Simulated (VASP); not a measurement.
Wanted: the native input for a VASP 6.6.1 run.

* Task: single point
* Functional: PBEsol
* Dispersion: D4
* Potentials or basis: VASP PAW PBE potentials, release 64 (Mg, O)
* Cutoff: 600 eV
* k mesh: 8 × 8 × 8
* Occupations: gaussian, width 0.01 eV
* Spin: no spin polarisation
* Dipole correction: no
* Further INCAR settings: ALGO = Normal; EDIFF = 1e-06; NBANDS = 11

The structure of MgO lies in POSCAR:

```
MgO
1.0
    0.0000000000      2.1021680256      2.1021680256
    2.1021680256      0.0000000000      2.1021680256
    2.1021680256      2.1021680256      0.0000000000
Mg O
1 1
Direct
    0.0000000000      0.0000000000      0.0000000000
    0.5000000000      0.5000000000      0.5000000000
```

One way to write it, as run:

INCAR

```
ALGO = Normal
EDIFF = 1E-6
ENCUT = 600
GGA = PS
GGA_COMPAT = False
ISIF = 2
ISMEAR = 0
IVDW = 13
LASPH = True
LCHARG = False
LREAL = False
LWAVE = False
NBANDS = 11
NELM = 120
PREC = Accurate
SIGMA = 0.01
```

KPOINTS

```
k-points
0
Gamma
  8 8 8
```

Potentials or basis: VASP PAW PBE potentials, release 64 (Mg, O).

Command:

```sh
$ cat potpaw_PBE.64/Mg/POTCAR potpaw_PBE.64/O/POTCAR > POTCAR
$ mpirun -np 1 vasp_std > vasp.out
```

It gave:

| Item | Value |
| --- | --- |
| Pressure | -1.4 GPa |
| Band gap on the k mesh | 4.69 eV |
| Dispersion energy per atom | -0.094 eV |

Caveat: the PAW data sets were made with another functional, which shifts forces and pressure a little.

It took 22 s on 1 thread of AMD EPYC 7R43 64-Core Processor (Zen 3), on a shared host, peak memory 0.1 GiB.
